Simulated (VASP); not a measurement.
# Nd2H3 (Immm) in VASP: further runs

Nd2H3 is run at these levels: PBE; tasks: single point, relaxation of cell and atoms.

Everything below comes from runs of VASP 6.6.1. Logs are shortened: lines on timing, memory, paths and dates and some standing lists are left out, and cuts for length are marked.

## (1) The cell of the first run

It takes space group Immm (No. 71, orthorhombic). Conventional cell: a = 3.485 Å, b = 6.341 Å, c = 6.530 Å, α = 90.00°, β = 90.00°, γ = 90.00°. Within 3.1 Å of Nd (site symmetry mm2) lie 8 H at 2.38 to 2.68 Å. H (site symmetry mmm) has 4 Nd at 2.38 Å and 4 H at 2.63 Å within 3.1 Å. Within 3.2 Å of H (site symmetry m2m) lie 3 H at 2.41 to 2.63 Å and 6 Nd at 2.55 to 2.68 Å.

The cell was generated, and may not be a known phase.

## (2) Single point, PBE

INCAR

```
SYSTEM = Nd2H3
ALGO = Normal
EDIFF = 1E-6
ENCUT = 500
GGA = PE
GGA_COMPAT = .False.
ISIF = 2
ISMEAR = 0
LASPH = .True.
LCHARG = .False.
LMAXMIX = 6
LREAL = .False.
LWAVE = .False.
NBANDS = 20
NELM = 200
PREC = Accurate
SIGMA = 0.1
```

KPOINTS

```
k-points
0
Gamma
  12 12 12
  0 0 0
```

POSCAR

```
Nd2H3
1.0
   -1.7427285127      3.1707298614      3.2649505626
    1.7427285127     -3.1707298614      3.2649505626
    1.7427285127      3.1707298614     -3.2649505626
Nd H
2 3
Direct
    0.7526436404      0.2526436404      0.5000000000
    0.2473563596      0.7473563596      0.5000000000
    0.0000000000      0.0000000000      0.0000000000
    0.3103342356      0.5000000000      0.8103342356
    0.6896657644      0.5000000000      0.1896657644
```

Potentials or basis: VASP PAW PBE potentials, release 64 (Nd_3, H), 4f in core.

On the command line:

```
$ cat potpaw_PBE.64/Nd_3/POTCAR potpaw_PBE.64/H/POTCAR > POTCAR
$ mpirun -np 1 vasp_std > vasp.out
```

OUTCAR:

```text
SYSTEM = Nd2H3
   EDIFF = 1E-6
   ENCUT = 500
   GGA = PE
   ISIF = 2
   ISMEAR = 0
   LASPH = .True.
   LREAL = .False.
   NELM = 200
   PREC = Accurate

 ion  position               nearest neighbor table
   1  0.753  0.253  0.500-   2 3.23   2 3.30   2 3.62   2 3.62   2 3.62   2 3.62
   2  0.247  0.747  0.500-   1 3.23   1 3.30   1 3.62   1 3.62   1 3.62   1 3.62
   3  0.000  0.000  0.000-
   4  0.310  0.500  0.810-
   5  0.690  0.500  0.190-

  LATTYP: Found a body centered orthorhombic cell.
 ALAT       =     3.4854570254
 B/A-ratio  =     1.8194055117
 C/A-ratio  =     1.8734705600

  Lattice vectors:

 A1 = (  -1.7427285127,   3.1707298614,   3.2649505626)
 A2 = (   1.7427285127,  -3.1707298614,   3.2649505626)
 A3 = (   1.7427285127,   3.1707298614,  -3.2649505626)

Analysis of symmetry for initial positions (statically):
=====================================================================
 Subroutine PRICEL returns:
 Original cell was already a primitive cell.

 Routine SETGRP: Setting up the symmetry group for a
 body centered orthorhombic supercell.

 Subroutine GETGRP returns: Found  8 space group operations
 (whereof  8 operations were pure point group operations)
 out of a pool of  8 trial point group operations.

The static configuration has the point symmetry D_2h.

Analysis of symmetry for dynamics (positions and initial velocities):
=====================================================================
 Subroutine PRICEL returns:
 Original cell was already a primitive cell.

 Routine SETGRP: Setting up the symmetry group for a
 body centered orthorhombic supercell.

 Subroutine GETGRP returns: Found  8 space group operations
 (whereof  8 operations were pure point group operations)
 out of a pool of  8 trial point group operations.

The dynamic configuration has the point symmetry D_2h.

 Subroutine INISYM returns: Found  8 space group operations
 (whereof  8 operations are pure point group operations),
 and found     1 'primitive' translations

----------------------------------------------------------------------------------------

                                     Primitive cell

  volume of cell :      72.1648

  direct lattice vectors                    reciprocal lattice vectors
    -1.742728513  3.170729861  3.264950563     0.000000000  0.157692399  0.153141676
     1.742728513 -3.170729861  3.264950563     0.286906421  0.000000000  0.153141676
     1.742728513  3.170729861 -3.264950563     0.286906421  0.157692399  0.000000000

  length of vectors
     4.873451826  4.873451826  4.873451826     0.219816436  0.325219414  0.327386907

  position of ions in fractional coordinates (direct lattice)
     0.752643640  0.252643640  0.500000000
     0.247356360  0.747356360  0.500000000
     0.000000000  0.000000000  0.000000000
     0.310334236  0.500000000  0.810334236
     0.689665764  0.500000000  0.189665764

  ion indices of the primitive-cell ions
   primitive index   ion index
                 1           1
                 2           2
                 3           3
                 4           4
                 5           5

----------------------------------------------------------------------------------------

 KPOINTS: k-points

Automatic generation of k-mesh.
 Grid dimensions read from file:
 generate k-points for:   12   12   12

 Generating k-lattice:

  Cartesian coordinates                     Fractional coordinates (reciprocal lattice)
     0.000000000  0.013141033  0.012761806     0.083333333 -0.000000000  0.000000000
     0.023908868  0.000000000  0.012761806    -0.000000000  0.083333333  0.000000000
     0.023908868  0.013141033  0.000000000     0.000000000  0.000000000  0.083333333

  Length of vectors
     0.018318036  0.027101618  0.027282242

  Shift w.r.t. Gamma in fractional coordinates (k-lattice)
     0.000000000  0.000000000  0.000000000

 Subroutine IBZKPT returns following result:
 ===========================================

 Found    280 irreducible k-points:

 Following reciprocal coordinates:
            Coordinates               Weight
  0.000000  0.000000  0.000000      1.000000
  0.083333  0.000000  0.000000      4.000000
  0.166667  0.000000  0.000000      4.000000
  0.250000  0.000000  0.000000      4.000000
  0.333333  0.000000 -0.000000      4.000000
  0.416667  0.000000 -0.000000      4.000000
[... 16 lines left out ...]
  0.250000  0.166667  0.000000      8.000000
  0.333333  0.166667 -0.000000      8.000000
 [... further k-points ...]
   k-points           NKPTS =    280   k-points in BZ     NKDIM =    280   number of bands    NBANDS=     20
   number of dos      NEDOS =    301   number of ions     NIONS =      5
   total plane-waves  NPLWV =  46656
   dimension x,y,z NGX =    36 NGY =   36 NGZ =   36
   dimension x,y,z NGXF=    72 NGYF=   72 NGZF=   72
   ions per type =               2   3
   NGX,Y,Z   is equivalent  to a cutoff of  12.28, 12.28, 12.28 a.u.
   NGXF,Y,Z  is equivalent  to a cutoff of  24.56, 24.56, 24.56 a.u.
 SYSTEM =  Nd2H3
   PREC   = accura    normal or accurate (medium, high low for compatibility)
   ISTART =      0    job   : 0-new  1-cont  2-samecut
   ICHARG =      2    charge: 1-file 2-atom 10-const
   ISPIN  =      1    spin polarized calculation?
   LNONCOLLINEAR =      F non collinear calculations
   LSORBIT =      F    spin-orbit coupling
   LASPH  =      T    aspherical Exc in radial PAW
   ENCUT  =  500.0 eV  36.75 Ry    6.06 a.u.   8.89  8.89  8.89*2*pi/ulx,y,z
   NELM   =    200;   NELMIN=  2; NELMDL= -5     # of ELM steps
   EDIFF  = 0.1E-05   stopping-criterion for ELM
   LREAL  =      F    real-space projection
   EDIFFG = 0.1E-04   stopping-criterion for IOM
   NSW    =      0    number of steps for IOM
   IBRION =     -1    ionic relax: 0-MD 1-quasi-New 2-CG
   NFREE  =      0    steps in history (QN), initial steepest desc. (CG)
   ISIF   =      2    stress and relaxation
   ISYM   =      2    0-nonsym 1-usesym 2-fastsym
   POTIM  = 0.5000    time-step for ionic-motion
   TEBEG  =    0.0;   TEEND  =   0.0 temperature during run
   PSTRESS=    0.0 pullay stress
   NELECT =      25.0000    total number of electrons
   NUPDOWN=      -1.0000    fix difference up-down
   EMIN   =  10.00;   EMAX   =-10.00  energy-range for DOS
   EFERMI =   0.00;   METHOD = LEGACY
   ISMEAR =     0;   SIGMA  =   0.10  broadening in eV -4-tet -1-fermi 0-gaus
   EFERMI_NEDOS =   21; number of points for ismear=-14 and -15
   IALGO  =     38    algorithm
   IMIX   =      4    mixing-type and parameters
     AMIX     =   0.40;   BMIX     =  1.00
     AMIX_MAG =   1.60;   BMIX_MAG =  1.00
  volume/ion in A,a.u.               =      14.43        97.40
  Fermi-wavevector in a.u.,A,eV,Ry     =   1.149775  2.172760 17.986674  1.321983
  Thomas-Fermi vector in A             =   2.286443
   LORBIT       =      0    0 simple, 1 ext, 2 COOP (PROOUT), +10 PAW based schemes
   GGA     = PE    functional components
   LHFCALC =     F    Hartree Fock is set to
   AEXX    =    0.0000 exact exchange contribution
   IVDW    =     0    specifies the selected vdW correction
   LEPSILON=     F    determine dielectric tensor
   LRPA    =     F    only Hartree local field effects (RPA)
 non-spin polarized calculation
 Gauss-broadening in eV      SIGMA  =   0.10
  energy-cutoff  :      500.00
  volume of cell :       72.16
 maximum number of plane-waves:      1858
   NGX = 17   NGY = 17   NGZ = 17

 number of electron      25.0000000 magnetization

 Free energy of the ion-electron system (eV)
  ---------------------------------------------------
  ext. energy  EPLUGINS =         0.00000000
  ---------------------------------------------------
  free energy    TOTEN  =       -20.81956832 eV

  energy without entropy =      -20.80933672  energy(sigma->0) =      -20.81445252

 E-fermi :   3.9626     XC(G=0): -10.1576

 val. band max:        3.9614646132   @ k =  -0.0833   0.1667  -0.0000
 cond. band min:       3.9663210947   @ k =   0.2500   0.5000   0.0833
 fundamental gap:      0.0048564814
 Fermi energy:         3.9625604913

 k-point     1 :       0.0000    0.0000    0.0000
  band No.  band energies     occupation
      1     -34.1732      2.00000
      2     -33.9136      2.00000
      3     -15.9684      2.00000
      4     -15.5977      2.00000
      5     -14.8558      2.00000
      6     -14.7883      2.00000
[... 12 lines left out ...]
     19       9.7511      0.00000
     20       9.9028      0.00000

 k-point     2 :       0.0833    0.0000    0.0000
  band No.  band energies     occupation
      1     -34.1687      2.00000
      2     -33.9180      2.00000
      3     -15.9507      2.00000
      4     -15.5886      2.00000
      5     -14.8727      2.00000
      6     -14.7885      2.00000
[... 12 lines left out ...]
     19       9.5247      0.00000
     20       9.7799      0.00000

 k-point     3 :       0.1667    0.0000    0.0000
  band No.  band energies     occupation
      1     -34.1558      2.00000
      2     -33.9308      2.00000
      3     -15.8982      2.00000
      4     -15.5609      2.00000
      5     -14.9216      2.00000
      6     -14.7890      2.00000
[... 12 lines left out ...]
     19       8.9046      0.00000
     20       9.4417      0.00000

 k-point     4 :       0.2500    0.0000    0.0000
  band No.  band energies     occupation
      1     -34.1352      2.00000
      2     -33.9512      2.00000
      3     -15.8128      2.00000
      4     -15.5145      2.00000
      5     -14.9982      2.00000
      6     -14.8447      2.00000
[... 12 lines left out ...]
     19       8.8113      0.00000
     20       8.9567      0.00000

 k-point     5 :       0.3333    0.0000   -0.0000
  band No.  band energies     occupation
      1     -34.1085      2.00000
      2     -33.9777      2.00000
      3     -15.6984      2.00000
      4     -15.4497      2.00000
      5     -15.0981      2.00000
      6     -14.9957      2.00000
[... 12 lines left out ...]
     19       8.4023      0.00000
     20       8.6606      0.00000

 k-point     6 :       0.4167    0.0000   -0.0000
  band No.  band energies     occupation
      1     -34.0777      2.00000
      2     -34.0084      2.00000
      3     -15.5627      2.00000
      4     -15.3693      2.00000
      5     -15.2209      2.00000
      6     -15.1408      2.00000
[... 12 lines left out ...]
     19       7.8625      0.00000
     20       8.0870      0.00000

 k-point     7 :       0.5000    0.0000    0.0000
  band No.  band energies     occupation
      1     -34.0519      2.00000
      2     -34.0341      2.00000
      3     -15.4548      2.00000
      4     -15.3457      2.00000
      5     -15.2643      2.00000
      6     -15.2477      2.00000
[... 12 lines left out ...]
     19       7.5761      0.00000
     20       7.7531      0.00000
[... 277 lines left out ...]
 k-point    20 :       0.0000    0.1667   -0.0000
  band No.  band energies     occupation
      1     -34.1361      2.00000
      2     -33.9119      2.00000
      3     -15.8521      2.00000
      4     -15.5378      2.00000
      5     -15.0352      2.00000
      6     -15.0130      2.00000
[... 12 lines left out ...]
     19       9.1521      0.00000
     20       9.2988      0.00000

 k-point    21 :       0.0833    0.1667   -0.0000
  band No.  band energies     occupation
      1     -34.1221      2.00000
      2     -33.9259      2.00000
      3     -15.7528      2.00000
      4     -15.5496      2.00000
      5     -15.0433      2.00000
      6     -15.0219      2.00000
[... 12 lines left out ...]
     19       8.7340      0.00000
     20       9.2385      0.00000

 k-point    22 :       0.1667    0.1667   -0.0000
  band No.  band energies     occupation
      1     -34.1014      2.00000
      2     -33.9464      2.00000
      3     -15.6297      2.00000
      4     -15.5446      2.00000
      5     -15.0818      2.00000
      6     -15.0307      2.00000
[... 12 lines left out ...]
     19       8.1723      0.00000
     20       9.1059      0.00000

 k-point    23 :       0.2500    0.1667    0.0000
  band No.  band energies     occupation
      1     -34.0756      2.00000
      2     -33.9720      2.00000
      3     -15.5427      2.00000
      4     -15.4728      2.00000
      5     -15.1956      2.00000
      6     -15.0822      2.00000
[... 12 lines left out ...]
     19       7.5222      0.00000
     20       9.0383      0.00000

 k-point    24 :       0.3333    0.1667   -0.0000
  band No.  band energies     occupation
      1     -34.0470      2.00000
      2     -34.0004      2.00000
      3     -15.5058      2.00000
      4     -15.4254      2.00000
      5     -15.2546      2.00000
      6     -15.1448      2.00000
[... 12 lines left out ...]
     19       7.1151      0.00000
     20       8.9147      0.00000

 [... further k-points ...]

------------------------ aborting loop because EDIFF is reached ----------------------------------------

  FORCE on cell =-STRESS in cart. coord.  units (eV):
  Direction    XX          YY          ZZ          XY          YZ          ZX
  --------------------------------------------------------------------------------------
  -------------------------------------------------------------------------------------
  Total        0.0075935      0.0123028     -0.0011731     -0.0000000      0.0000000      0.0000000
  in kB        0.1685878      0.2731432     -0.0260439     -0.0000000      0.0000000      0.0000000
  external PRESSURE =       0.1385624 kB  Pullay stress =       0.0000000 kB

 VOLUME and BASIS-vectors are now :
 -----------------------------------------------------------------------------
  energy-cutoff  :      500.00
  volume of cell :       72.16
      direct lattice vectors                 reciprocal lattice vectors
    -1.742728513  3.170729861  3.264950563     0.000000000  0.157692399  0.153141676
     1.742728513 -3.170729861  3.264950563     0.286906421  0.000000000  0.153141676
     1.742728513  3.170729861 -3.264950563     0.286906421  0.157692399  0.000000000

 POSITION                                       TOTAL-FORCE (eV/Angst)
 -----------------------------------------------------------------------------------
      0.00000      3.17073      1.64974         0.000000     -0.000000     -0.007418
      1.74273      0.00000      1.61521        -0.000000     -0.000000      0.007418
      0.00000      0.00000      0.00000         0.000000     -0.000000     -0.000000
      1.74273      1.96797      0.00000         0.000000      0.012422      0.000000
     -0.00000      1.20276      3.26495         0.000000     -0.012422     -0.000000
 -----------------------------------------------------------------------------------
    total drift:                                0.000000      0.000000     -0.000000

  FREE ENERGIE OF THE ION-ELECTRON SYSTEM (eV)
  ---------------------------------------------------
  free  energy   TOTEN  =       -20.8195683244 eV

  energy  without entropy=      -20.8093367176  energy(sigma->0) =      -20.81445252
```

It took 3.3 min on 1 thread of Intel Xeon 6975P-C (Granite Rapids), shared host; peak memory 0.45 GiB.

What came out:

| Property | Result |
| --- | --- |
| Free energy | -20.8196 eV |
| Pressure | 0.0 GPa |
| Largest force | 0.012 eV/Å |
| Band gap on the k mesh | zero (an odd number of electrons rules out a gap without spin polarisation) |

Forces in eV/Å, atoms in the order of the input:
```
Nd   0.000  0.000 -0.007
Nd   0.000  0.000  0.007
H    0.000  0.000  0.000
H    0.000  0.012  0.000
H    0.000 -0.012  0.000
```

Caveat: spin-orbit coupling is left out, which moves the levels of the heavy elements; the 4f electrons are frozen in the core, so they carry no moment and show no levels.

(Continued in part 2 of 2.)
